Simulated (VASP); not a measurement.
# Lu2Be (I4/mmm) in VASP: further runs

Runs on Lu2Be. Level: PBE. Tasks: single point, relaxation of cell and atoms.

Everything below comes from runs of VASP 6.6.1. Logs are shortened: lines on timing, memory, paths and dates and some standing lists are left out, and cuts for length are marked.

### 1 The cell of the first run

It takes space group I4/mmm (No. 139, tetragonal). Conventional cell: a = 3.350 Å, b = 3.350 Å, c = 11.759 Å, α = 90.00°, β = 90.00°, γ = 90.00°. Within 3.8 Å of Lu (site symmetry 4mm) lie 4 Be at 2.87 Å and 9 Lu at 3.23 to 3.55 Å. Be (site symmetry 4/mmm) has 8 Lu at 2.87 Å and 4 Be at 3.35 Å within 3.8 Å.

### 2 Single point, PBE

INCAR

```
ALGO = Normal
EDIFF = 1E-7
ENCUT = 520
GGA = PE
ISIF = 2
ISMEAR = -1
LASPH = T
LCHARG = T
LELF = T
LREAL = F
LVHAR = T
LWAVE = F
NBANDS = 33
NELM = 80
PREC = Accurate
SIGMA = 0.1
```

KPOINTS

```
k-points
0
Gamma
  9 9 9
```

POSCAR

```
Lu2Be
1.0
    0.0000000000      3.3502278090      0.0000000000
    3.3502278090      0.0000000000      0.0000000000
    1.6751139045      1.6751139045     -5.8793056310
Lu Be
2 1
Direct
    0.3626158006      0.3626158006      0.2747683988
    0.6373841994      0.6373841994      0.7252316012
    0.0000000000      0.0000000000      0.0000000000
```

Potentials or basis: VASP PAW PBE potentials, release 64 (Lu, Be).

Run with:

```bash
$ cat potpaw_PBE.64/Lu/POTCAR potpaw_PBE.64/Be/POTCAR > POTCAR
$ mpirun -np 1 vasp_std > vasp.out
```

OUTCAR:

```text
EDIFF = 1E-7
   ENCUT = 520
   GGA = PE
   ISIF = 2
   ISMEAR = -1
   LASPH = T
   LREAL = F
   NELM = 80
   PREC = Accurate

 ion  position               nearest neighbor table
   1  0.363  0.363  0.275-   3 2.87   3 2.87   3 2.87   3 2.87   2 3.23   2 3.55   2 3.55   2 3.55
                             2 3.55
   2  0.637  0.637  0.725-   3 2.87   3 2.87   3 2.87   3 2.87   1 3.23   1 3.55   1 3.55   1 3.55
                             1 3.55
   3  0.000  0.000  0.000-   1 2.87   2 2.87   2 2.87   2 2.87   1 2.87   1 2.87   2 2.87   1 2.87

  LATTYP: Found a body centered tetragonal cell.
 ALAT       =     3.3502278090
 C/A-ratio  =     3.5097945371

  Lattice vectors:

 A1 = (  -1.6751139045,   1.6751139045,   5.8793056310)
 A2 = (   1.6751139045,  -1.6751139045,   5.8793056310)
 A3 = (   1.6751139045,   1.6751139045,  -5.8793056310)

Analysis of symmetry for initial positions (statically):
=====================================================================
 Subroutine PRICEL returns:
 Original cell was already a primitive cell.

 Routine SETGRP: Setting up the symmetry group for a
 body centered tetragonal supercell.

 Subroutine GETGRP returns: Found 16 space group operations
 (whereof 16 operations were pure point group operations)
 out of a pool of 16 trial point group operations.

The static configuration has the point symmetry D_4h.

Analysis of symmetry for dynamics (positions and initial velocities):
=====================================================================
 Subroutine PRICEL returns:
 Original cell was already a primitive cell.

 Routine SETGRP: Setting up the symmetry group for a
 body centered tetragonal supercell.

 Subroutine GETGRP returns: Found 16 space group operations
 (whereof 16 operations were pure point group operations)
 out of a pool of 16 trial point group operations.

The dynamic configuration has the point symmetry D_4h.

 Subroutine INISYM returns: Found 16 space group operations
 (whereof 16 operations are pure point group operations),
 and found     1 'primitive' translations

----------------------------------------------------------------------------------------

                                     Primitive cell

  volume of cell :      65.9895

  direct lattice vectors                    reciprocal lattice vectors
[... 85 lines left out ...]
   LSORBIT =      F    spin-orbit coupling
   LASPH  =      T    aspherical Exc in radial PAW
   ENCUT  =  520.0 eV  38.22 Ry    6.18 a.u.   6.23  6.23 11.79*2*pi/ulx,y,z
   NELM   =     80;   NELMIN=  2; NELMDL= -5     # of ELM steps
   EDIFF  = 0.1E-06   stopping-criterion for ELM
   LREAL  =      F    real-space projection
   EDIFFG = 0.1E-05   stopping-criterion for IOM
   NSW    =      0    number of steps for IOM
   IBRION =     -1    ionic relax: 0-MD 1-quasi-New 2-CG
   NFREE  =      0    steps in history (QN), initial steepest desc. (CG)
   ISIF   =      2    stress and relaxation
   ISYM   =      2    0-nonsym 1-usesym 2-fastsym
   POTIM  = 0.5000    time-step for ionic-motion
   TEBEG  =    0.0;   TEEND  =   0.0 temperature during run
   PSTRESS=    0.0 pullay stress
   NELECT =      52.0000    total number of electrons
   NUPDOWN=      -1.0000    fix difference up-down
   EMIN   =  10.00;   EMAX   =-10.00  energy-range for DOS
   EFERMI =   0.00;   METHOD = LEGACY
   ISMEAR =    -1;   SIGMA  =   0.10  broadening in eV -4-tet -1-fermi 0-gaus
   EFERMI_NEDOS =   21; number of points for ismear=-14 and -15
   IALGO  =     38    algorithm
   IMIX   =      4    mixing-type and parameters
     AMIX     =   0.40;   BMIX     =  1.00
     AMIX_MAG =   1.60;   BMIX_MAG =  1.00
  volume/ion in A,a.u.               =      22.00       148.44
  Fermi-wavevector in a.u.,A,eV,Ry     =   1.512113  2.857480 31.109545  2.286487
  Thomas-Fermi vector in A             =   2.622081
   LORBIT       =      0    0 simple, 1 ext, 2 COOP (PROOUT), +10 PAW based schemes
   GGA     = PE    functional components
   LHFCALC =     F    Hartree Fock is set to
   AEXX    =    0.0000 exact exchange contribution
   IVDW    =     0    specifies the selected vdW correction
   LEPSILON=     F    determine dielectric tensor
   LRPA    =     F    only Hartree local field effects (RPA)
 non-spin polarized calculation
  energy-cutoff  :      520.00
  volume of cell :       65.99
 maximum number of plane-waves:      1793
 NGX is ok and might be reduce to    28
   NGX = 13   NGY = 13   NGZ = 23

 number of electron      51.9999999 magnetization

 Free energy of the ion-electron system (eV)
  ---------------------------------------------------
  ext. energy  EPLUGINS =         0.00000000
  ---------------------------------------------------
  free energy    TOTEN  =       -12.65831574 eV

  energy without entropy =      -12.56800260  energy(sigma->0) =      -12.61315917

 E-fermi :   2.6827     XC(G=0): -10.7184

 val. band max:        2.6749920648   @ k =  -0.3333   0.0000   0.2222
 cond. band min:       2.6930635286   @ k =  -0.4444   0.0000   0.2222
 fundamental gap:      0.0180714638
 Fermi energy:         2.6827241438

 k-point     1 :       0.0000    0.0000    0.0000
  band No.  band energies     occupation
      1     -53.4260      2.00000
      2     -53.4006      2.00000
      3     -24.3431      2.00000
      4     -23.9283      2.00000
      5     -23.9283      2.00000
      6     -23.8962      2.00000
[... 853 lines left out ...]
     32       7.4563      0.00000
     33       7.9816      0.00000

 [... further k-points ...]

------------------------ aborting loop because EDIFF is reached ----------------------------------------

  FORCE on cell =-STRESS in cart. coord.  units (eV):
  Direction    XX          YY          ZZ          XY          YZ          ZX
  --------------------------------------------------------------------------------------
  -------------------------------------------------------------------------------------
  Total        0.0633558      0.0633558      0.0625812      0.0000000     -0.0000000      0.0000000
  in kB        1.5382342      1.5382342      1.5194276      0.0000000     -0.0000000      0.0000000
  external PRESSURE =       1.5319653 kB  Pullay stress =       0.0000000 kB

 VOLUME and BASIS-vectors are now :
 -----------------------------------------------------------------------------
  energy-cutoff  :      520.00
  volume of cell :       65.99
      direct lattice vectors                 reciprocal lattice vectors
     0.000000000  3.350227809  0.000000000     0.000000000  0.298487165  0.085044056
     3.350227809  0.000000000  0.000000000     0.298487165  0.000000000  0.085044056
     1.675113905  1.675113905 -5.879305631     0.000000000  0.000000000 -0.170088113

 POSITION                                       TOTAL-FORCE (eV/Angst)
 -----------------------------------------------------------------------------------
      1.67511      1.67511     -1.61545         0.000000      0.000000     -0.003840
      3.35023      3.35023     -4.26386        -0.000000     -0.000000      0.003840
      0.00000      0.00000      0.00000         0.000000      0.000000      0.000000
 -----------------------------------------------------------------------------------
    total drift:                                0.000000      0.000000     -0.000000

  FREE ENERGIE OF THE ION-ELECTRON SYSTEM (eV)
  ---------------------------------------------------
  free  energy   TOTEN  =       -12.6583157398 eV

  energy  without entropy=      -12.5680026021  energy(sigma->0) =      -12.61315917
```

stdout:

```text
POSCAR found type information on POSCAR LuBe
 POSCAR found :  2 types and       3 ions
 scaLAPACK will be used
 LDA part: xc-table for (Slater+PW92), standard interpolation
 POSCAR, INCAR and KPOINTS ok, starting setup
 FFT: planning ... GRIDC
 FFT: planning ... GRID_SOFT
 FFT: planning ... GRID
 WAVECAR not read
 entering main loop
```

It took 3.5 min on 1 thread of Oxide Virtual Turin-like, shared host; peak memory 0.25 GiB.

What came out:

| Item | Value |
| --- | --- |
| Free energy | -12.6583 eV |
| Pressure | 0.2 GPa |
| Largest force | 0.004 eV/Å |
| Band gap on the k mesh | zero (band 26 reaches 2.98 eV, above the bottom of band 27 at 2.36 eV) |

Forces on the atoms (eV/Å):
```
Lu   0.000  0.000 -0.004
Lu   0.000  0.000  0.004
Be   0.000  0.000  0.000
```

Caveat: spin-orbit coupling is left out, which moves the levels of the heavy elements.

### 3 Relaxation of cell and atoms, PBE

This run uses another cell than the first one, of 19.50 Å³/atom, 0.886 times its volume.

INCAR

```
SYSTEM = Lu2Be
PREC = Accurate
ENCUT = 600
EDIFF = 1E-6
ISMEAR = -1
SIGMA = 0.1
LREAL = .False.
LASPH = .True.
NELM = 80
ALGO = Normal
ISIF = 3
LWAVE = .False.
LCHARG = .False.
GGA = PE
IBRION = 2
NSW = 60
EDIFFG = -0.03
```

KPOINTS

```
Automatic mesh
0
Gamma
  9 9 9
  0 0 0
```

POSCAR

```
Lu2Be
1.0
    0.0000000000      2.9229120000      0.0000000000
    2.9229120000      0.0000000000      0.0000000000
    1.4614560000      1.4614560000     -6.8456340000
Lu Be
2 1
Direct
    0.3240000000      0.3240000000      0.3520000000
    0.6760000000      0.6760000000      0.6480000000
    0.0000000000      0.0000000000      0.0000000000
```

Potentials or basis: VASP PAW PBE potentials, release 64 (Lu, Be).

Run with:

```bash
$ cat potpaw_PBE.64/Lu/POTCAR potpaw_PBE.64/Be/POTCAR > POTCAR
$ mpirun -np 1 vasp_std > vasp.out
```

Wall time 31 min (1 thread of Oxide Virtual Turin-like, shared host); peak memory 0.27 GiB.

Results (log left out):

```yaml
Free_energy: -12.6551 eV
Relaxed_volume: 22.10 Å³/atom
Relaxed_cell: a = 3.353 Å, b = 3.353 Å, c = 6.355 Å, α = 74.71°, β = 74.71°, γ = 90.00°
Space_group_after_relaxing_to_0.05_Å: I4/mmm (No. 139)
Energy_gained_by_relaxing: 824.7 meV/atom
Ionic_steps: 14
Pressure_after_relaxing: 0.0 GPa
Largest_force_after_relaxing: 0.005 eV/Å
Band_gap_on_the_k_mesh: zero (band 26 reaches 2.96 eV, above the bottom of band 27 at 2.34 eV)
```

Forces on the atoms (eV/Å):
```
Lu   0.000  0.000  0.005
Lu   0.000  0.000 -0.005
Be   0.000  0.000  0.000
```

The path:
```csv
step,energy change (eV),largest force (eV/Å),pressure (GPa),volume (Å³)
1,0.0000,4.5737,15.73,58.49
2,-1.5696,0.9910,-5.20,76.15
3,-1.5697,1.0561,-4.68,75.39
4,-2.0119,1.0286,-2.92,70.20
5,-2.3260,0.4499,6.10,59.79
6,-2.3402,0.6587,4.46,61.39
7,-2.4488,0.1850,0.91,65.14
8,-2.4570,0.0173,1.35,64.41
9,-2.4704,0.1499,-0.23,66.26
10,-2.4704,0.1425,-0.15,66.15
11,-2.4730,0.0855,-0.06,66.08
12,-2.4738,0.0439,0.07,66.02
13,-2.4738,0.0290,0.15,66.00
14,-2.4741,0.0052,-0.04,66.29
```

Final structure:
```
CELL_PARAMETERS angstrom
0.00000 3.35292 0.00000
3.35292 0.00000 0.00000
1.67646 1.67646 -5.89666
ATOMIC_POSITIONS crystal
Lu 0.36263 0.36263 0.27475
Lu 0.63737 0.63737 0.72525
Be 0.00000 0.00000 0.00000
```

Levels at points of the mesh, in eV from the Fermi level:
| k point | band 24 | band 25 | band 26 | band 27 | band 28 | band 29 |
| --- | --- | --- | --- | --- | --- | --- |
| (0.00, 0.00, 0.00) | -3.19 | -1.19 | 0.15 | 0.60 | 1.57 | 2.47 |

Caveat: spin-orbit coupling is left out, which moves the levels of the heavy elements.
